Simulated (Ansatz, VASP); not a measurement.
**One calculation of Ti, two programs**

INCAR

```
SYSTEM = Ti
PREC = Accurate
ENCUT = 520
EDIFF = 1E-6
ISMEAR = 0
SIGMA = 0.15
LREAL = .FALSE.
LASPH = .TRUE.
NELM = 80
ALGO = Fast
ISIF = 2
LWAVE = .FALSE.
LCHARG = .FALSE.
GGA = PE
NBANDS = 12
```

KPOINTS

```
regular mesh
0
G
  20 20 20
  0 0 0
```

Contents of POSCAR:

```
Ti
1.0
   -1.6872708295      1.6872708295      1.5462376771
    1.6872708295     -1.6872708295      1.5462376771
    1.5679663855      1.5679663855     -1.5462376771
Ti
1
Direct
    0.0000000000      0.0000000000      0.0000000000
```

Input for Ansatz:

```yaml
crystal:
  lattice:
    - [-1.6872708295, 1.6872708295, 1.5462376771]
    - [1.6872708295, -1.6872708295, 1.5462376771]
    - [1.5679663855, 1.5679663855, -1.5462376771]
  atoms:
    - { symbol: Ti, position: [0.0, 0.0, 0.0] }
basis:
  ecutwfc: 520.0
kpoints:
  mp_grid: { grid: [20, 20, 20] }
hamiltonian:
  xc: pbe
  pseudopotentials: { kind: paw, azcp: { folder: soft_1 } }
scf:
  occupations: { method: gaussian, width: 0.15 }
output:
  forces: true
  stress: true
  eigenvalues: true
```

Change from the starting cell: engineering shear strain xy -0.0733, normal strain along z -0.0500.

Alike in both runs: task single point; functional PBE; k mesh 20 × 20 × 20; occupations gaussian, width 0.15 eV; no spin polarisation.

|  | VASP | Ansatz |
| --- | --- | --- |
| version | VASP 6.6.1 | Ansatz 0.2.0 |
| potentials or method | VASP PAW PBE potentials, release 64 (Ti_sv), cutoff 520 eV | scalar-relativistic, plane waves, PAW |
| valence electrons in the cell | 12 | 12 |

```csv
,VASP,Ansatz,Ansatz less VASP
gap on the k mesh at the Fermi level (eV),none,none,-
pressure (GPa),5.9,6.2,+0.26
"traceless stress, the component that is largest in VASP (GPa)",3.06,3.04,-0.013
```

A gap of «none» marks a metal or a gap that the smearing closes.
